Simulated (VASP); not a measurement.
# Cl2 in VASP: relaxation of the atoms with PBE+D3(BJ)

Aim: the relaxation of the atoms of Cl2 with PBE+D3(BJ).

All numbers are computed with VASP 6.6.1; they aren't measurements. Logs are shortened: lines on timing, memory, paths and dates and some standing lists are left out, and cuts for length are marked.

### Step 1. The cell of the first run

The cell holds a molecule in a box, 2 atoms: a = 15.000 Å, b = 15.500 Å, c = 16.000 Å, α = 90.00°, β = 90.00°, γ = 90.00°.

### Step 2. Relaxation of the atoms, PBE+D3(BJ)

INCAR reads:

```
PREC = Accurate
ENCUT = 520
EDIFF = 1E-6
ISMEAR = 0
SIGMA = 0.005
LREAL = False
LASPH = True
NELM = 60
ALGO = Normal
ISIF = 2
LWAVE = False
LCHARG = False
GGA = PE
IVDW = 12
IBRION = 2
NSW = 100
EDIFFG = -0.01
ISYM = 0
```

KPOINTS reads:

```
regular mesh
0
Gamma
  1 1 1
```

POSCAR reads:

```
Cl
1.0
   15.0000000000      0.0000000000      0.0000000000
    0.0000000000     15.5000000000      0.0000000000
    0.0000000000      0.0000000000     16.0000000000
Cl
2
Direct
    0.4451315427      0.4990469909      0.4682958543
    0.5548684573      0.5009530091      0.5317041457
```

Potentials or basis: VASP PAW PBE potentials, release 64 (Cl).

The run is started by

```console
> cat potpaw_PBE.64/Cl/POTCAR > POTCAR
> mpirun -np 1 vasp_gam > vasp.out
```

OUTCAR:

```text
PREC = Accurate
   ENCUT = 520
   EDIFF = 1E-6
   ISMEAR = 0
   LREAL = False
   LASPH = True
   NELM = 60
   ISIF = 2
   GGA = PE
   IVDW = 12
   IBRION = 2
   NSW = 100
   EDIFFG = -0.01
   ISYM = 0
 IVDW          = 12

 ion  position               nearest neighbor table
   1  0.445  0.499  0.468-   2 1.93
   2  0.555  0.501  0.532-   1 1.93

IMPORTANT INFORMATION: All symmetrisations will be switched off!
NOSYMM: (Re-)initialisation of all symmetry stuff for point group C_1.

----------------------------------------------------------------------------------------

                                     Primitive cell

  volume of cell :    3720.0000

  direct lattice vectors                    reciprocal lattice vectors
    15.000000000  0.000000000  0.000000000     0.066666667  0.000000000  0.000000000
     0.000000000 15.500000000  0.000000000     0.000000000  0.064516129  0.000000000
     0.000000000  0.000000000 16.000000000     0.000000000  0.000000000  0.062500000

  length of vectors
    15.000000000 15.500000000 16.000000000     0.066666667  0.064516129  0.062500000

  position of ions in fractional coordinates (direct lattice)
     0.445131543  0.499046991  0.468295854
     0.554868457  0.500953009  0.531704146

  ion indices of the primitive-cell ions
   primitive index   ion index
                 1           1
                 2           2

----------------------------------------------------------------------------------------

 KPOINTS: regular mesh

Automatic generation of k-mesh.
 Grid dimensions read from file:
 generate k-points for:    1    1    1

 Generating k-lattice:

  Cartesian coordinates                     Fractional coordinates (reciprocal lattice)
     0.066666667  0.000000000  0.000000000     1.000000000  0.000000000  0.000000000
     0.000000000  0.064516129  0.000000000     0.000000000  1.000000000  0.000000000
     0.000000000  0.000000000  0.062500000     0.000000000  0.000000000  1.000000000

  Length of vectors
     0.066666667  0.064516129  0.062500000

  Shift w.r.t. Gamma in fractional coordinates (k-lattice)
     0.000000000  0.000000000  0.000000000

 Subroutine IBZKPT returns following result:
 ===========================================

 Found      1 irreducible k-points:

 Following reciprocal coordinates:
            Coordinates               Weight
  0.000000  0.000000  0.000000      1.000000
   k-points           NKPTS =      1   k-points in BZ     NKDIM =      1   number of bands    NBANDS=     11
   number of dos      NEDOS =    301   number of ions     NIONS =      2
   total plane-waves  NPLWV = ******
   dimension x,y,z NGX =   112 NGY =  120 NGZ =  120
   dimension x,y,z NGXF=   224 NGYF=  240 NGZF=  240
   ions per type =               2
   NGX,Y,Z   is equivalent  to a cutoff of  12.41, 12.87, 12.47 a.u.
   NGXF,Y,Z  is equivalent  to a cutoff of  24.83, 25.74, 24.94 a.u.
 SYSTEM =  unknown system
   PREC   = accura    normal or accurate (medium, high low for compatibility)
   ISTART =      0    job   : 0-new  1-cont  2-samecut
   ICHARG =      2    charge: 1-file 2-atom 10-const
   ISPIN  =      1    spin polarized calculation?
   LNONCOLLINEAR =      F non collinear calculations
   LSORBIT =      F    spin-orbit coupling
   LASPH  =      T    aspherical Exc in radial PAW
   ENCUT  =  520.0 eV  38.22 Ry    6.18 a.u.  27.89 28.82 29.75*2*pi/ulx,y,z
   NELM   =     60;   NELMIN=  2; NELMDL= -5     # of ELM steps
   EDIFF  = 0.1E-05   stopping-criterion for ELM
   LREAL  =      F    real-space projection
   EDIFFG = -.1E-01   stopping-criterion for IOM
   NSW    =    100    number of steps for IOM
   IBRION =      2    ionic relax: 0-MD 1-quasi-New 2-CG
   NFREE  =      1    steps in history (QN), initial steepest desc. (CG)
   ISIF   =      2    stress and relaxation
   ISYM   =      0    0-nonsym 1-usesym 2-fastsym
   POTIM  = 0.5000    time-step for ionic-motion
   TEBEG  =    0.0;   TEEND  =   0.0 temperature during run
   PSTRESS=    0.0 pullay stress
   NELECT =      14.0000    total number of electrons
   NUPDOWN=      -1.0000    fix difference up-down
   EMIN   =  10.00;   EMAX   =-10.00  energy-range for DOS
   EFERMI =   0.00;   METHOD = LEGACY
   ISMEAR =     0;   SIGMA  =   0.01  broadening in eV -4-tet -1-fermi 0-gaus
   EFERMI_NEDOS =   21; number of points for ismear=-14 and -15
   IALGO  =     38    algorithm
   IMIX   =      4    mixing-type and parameters
     AMIX     =   0.40;   BMIX     =  1.00
     AMIX_MAG =   1.60;   BMIX_MAG =  1.00
  volume/ion in A,a.u.               =    1860.00     12551.90
  Fermi-wavevector in a.u.,A,eV,Ry     =   0.254646  0.481211  0.882263  0.064844
  Thomas-Fermi vector in A             =   1.076024
   LORBIT       =      0    0 simple, 1 ext, 2 COOP (PROOUT), +10 PAW based schemes
   GGA     = PE    functional components
   LHFCALC =     F    Hartree Fock is set to
   AEXX    =    0.0000 exact exchange contribution
   IVDW    =    12    specifies the selected vdW correction
   LEPSILON=     F    determine dielectric tensor
   LRPA    =     F    only Hartree local field effects (RPA)
 conjugate gradient relaxation of ions
 non-spin polarized calculation
 Gauss-broadening in eV      SIGMA  =   0.01
  energy-cutoff  :      520.00
  volume of cell :     3720.00
 maximum number of plane-waves:     50071
 NGX is ok and might be reduce to   112
   NGX = 55   NGY = 57   NGZ = 59

--------------------------------------- Ionic step        1  -------------------------------------------

 number of electron      14.0000002 magnetization

 Free energy of the ion-electron system (eV)
  ---------------------------------------------------
  ext. energy  EPLUGINS =         0.00000000
  ---------------------------------------------------
  free energy    TOTEN  =        -3.56090538 eV

  energy without entropy =       -3.56090538  energy(sigma->0) =       -3.56090538

------------------------ aborting loop because EDIFF is reached ----------------------------------------

 Edisp (eV)   -0.02829

 E8    (eV) :    -0.0110

  FORCE on cell =-STRESS in cart. coord.  units (eV):
  Direction    XX          YY          ZZ          XY          YZ          ZX
  --------------------------------------------------------------------------------------
  -------------------------------------------------------------------------------------
  Total       1.79633    -0.02283     0.66771     0.03260     0.02013     1.12153
  in kB       0.77367    -0.00983     0.28758     0.01404     0.00867     0.48303
  external pressure =        0.35 kB  Pullay stress =        0.00 kB

 VOLUME and BASIS-vectors are now :
 -----------------------------------------------------------------------------
  energy-cutoff  :      520.00
  volume of cell :     3720.00
      direct lattice vectors                 reciprocal lattice vectors
    15.000000000  0.000000000  0.000000000     0.066666667  0.000000000  0.000000000
     0.000000000 15.500000000  0.000000000     0.000000000  0.064516129  0.000000000
     0.000000000  0.000000000 16.000000000     0.000000000  0.000000000  0.062500000

 POSITION                                       TOTAL-FORCE (eV/Angst)
 -----------------------------------------------------------------------------------
      6.67697      7.73523      7.49273        -1.105336     -0.019644     -0.681150
      8.32303      7.76477      8.50727         1.105336      0.019644      0.681150
 -----------------------------------------------------------------------------------
    total drift:                                0.000002     -0.000001      0.000004

  FREE ENERGIE OF THE ION-ELECTRON SYSTEM (eV)
  ---------------------------------------------------
  free  energy   TOTEN  =        -3.5891958468 eV

  energy  without entropy=       -3.5891958468  energy(sigma->0) =       -3.58919585

--------------------------------------- Ionic step        2  -------------------------------------------

 number of electron      13.9999998 magnetization

------------------------ aborting loop because EDIFF is reached ----------------------------------------

 Edisp (eV)   -0.02813

 E8    (eV) :    -0.0110

  FORCE on cell =-STRESS in cart. coord.  units (eV):
  Direction    XX          YY          ZZ          XY          YZ          ZX
  --------------------------------------------------------------------------------------
  -------------------------------------------------------------------------------------
  Total      -1.59705    -0.02117    -0.61924    -0.02826    -0.01740    -0.97210
  in kB      -0.68784    -0.00912    -0.26670    -0.01217    -0.00749    -0.41868
  external pressure =       -0.32 kB  Pullay stress =        0.00 kB

 VOLUME and BASIS-vectors are now :
 -----------------------------------------------------------------------------
  energy-cutoff  :      520.00
  volume of cell :     3720.00
      direct lattice vectors                 reciprocal lattice vectors
    15.000000000  0.000000000  0.000000000     0.066666667  0.000000000  0.000000000
     0.000000000 15.500000000  0.000000000     0.000000000  0.064516129  0.000000000
     0.000000000  0.000000000 16.000000000     0.000000000  0.000000000  0.062500000

 POSITION                                       TOTAL-FORCE (eV/Angst)
 -----------------------------------------------------------------------------------
      6.62365      7.73428      7.45987         0.899118      0.016098      0.553996
      8.37635      7.76572      8.54013        -0.899118     -0.016098     -0.553996
 -----------------------------------------------------------------------------------
    total drift:                               -0.000000     -0.000000     -0.000000

  FREE ENERGIE OF THE ION-ELECTRON SYSTEM (eV)
  ---------------------------------------------------
  free  energy   TOTEN  =        -3.5896360649 eV

  energy  without entropy=       -3.5896360649  energy(sigma->0) =       -3.58963606

--------------------------------------- Ionic step        3  -------------------------------------------

 number of electron      14.0000000 magnetization

 Free energy of the ion-electron system (eV)
  ---------------------------------------------------
  ext. energy  EPLUGINS =         0.00000000
  ---------------------------------------------------
  free energy    TOTEN  =        -3.59799422 eV

  energy without entropy =       -3.59799422  energy(sigma->0) =       -3.59799422

 E-fermi :  -7.1574     XC(G=0):  -0.2770

 val. band max:       -7.2036410394   @ k =   0.0000   0.0000   0.0000
 cond. band min:      -4.1447552257   @ k =   0.0000   0.0000   0.0000
 fundamental gap:      3.0588858137
 Fermi energy:        -7.1574301970

 k-point     1 :       0.0000    0.0000    0.0000
  band No.  band energies     occupation
      1     -23.4428      2.00000
      2     -19.1948      2.00000
      3     -11.8753      2.00000
      4      -9.8664      2.00000
      5      -9.8663      2.00000
      6      -7.2037      2.00000
      7      -7.2036      2.00000
      8      -4.1448      0.00000
      9      -0.3494      0.00000
     10       0.2909      0.00000
     11       0.4536      0.00000

------------------------ aborting loop because EDIFF is reached ----------------------------------------

 Edisp (eV)   -0.02822

 E8    (eV) :    -0.0110

  FORCE on cell =-STRESS in cart. coord.  units (eV):
  Direction    XX          YY          ZZ          XY          YZ          ZX
  --------------------------------------------------------------------------------------
  -------------------------------------------------------------------------------------
  Total      -0.02068    -0.02313    -0.02179     0.00005     0.00003     0.00143
  in kB      -0.00890    -0.00996    -0.00938     0.00002     0.00001     0.00061
  external pressure =       -0.01 kB  Pullay stress =        0.00 kB

 VOLUME and BASIS-vectors are now :
 -----------------------------------------------------------------------------
  energy-cutoff  :      520.00
  volume of cell :     3720.00
      direct lattice vectors                 reciprocal lattice vectors
    15.000000000  0.000000000  0.000000000     0.066666667  0.000000000  0.000000000
     0.000000000 15.500000000  0.000000000     0.000000000  0.064516129  0.000000000
     0.000000000  0.000000000 16.000000000     0.000000000  0.000000000  0.062500000

 POSITION                                       TOTAL-FORCE (eV/Angst)
 -----------------------------------------------------------------------------------
      6.65155      7.73478      7.47707        -0.001735      0.000024     -0.000938
      8.34845      7.76522      8.52293         0.001735     -0.000024      0.000938
 -----------------------------------------------------------------------------------
    total drift:                               -0.000000      0.000000     -0.000000

  FREE ENERGIE OF THE ION-ELECTRON SYSTEM (eV)
  ---------------------------------------------------
  free  energy   TOTEN  =        -3.6262147909 eV

  energy  without entropy=       -3.6262147909  energy(sigma->0) =       -3.62621479

 reached required accuracy - stopping structural energy minimisation
```

Wall time 7.1 min (1 thread of Intel Xeon Platinum 8488C (Sapphire Rapids), shared host); peak memory 2 GiB.

What came out:

```yaml
Free_energy: -3.6262 eV
Energy_gained_by_relaxing: 18.5 meV/atom
Ionic_steps: 3
Gap_between_the_frontier_levels: 3.06 eV
Dispersion_energy_per_atom: -0.014 eV
```

Step by step:
```
step  energy change (eV)  largest force (eV/Å)  pressure (GPa)
   1              0.0000                1.2985            0.04
   2             -0.0004                1.0562           -0.03
   3             -0.0370                0.0020            0.00
```

Final structure:
```
Cl
1.0
    15.00000    0.00000    0.00000
     0.00000   15.50000    0.00000
     0.00000    0.00000   16.00000
Cl
2
Direct
  0.44344 0.49902 0.46732
  0.55656 0.50098 0.53268
```

Levels at points of the mesh, in eV from the valence-band top:
```tsv
k point	band 5	band 6	band 7	band 8	band 9	band 10
(0.00, 0.00, 0.00)	-2.66	0.00	0.00	3.06	6.85	7.49
```
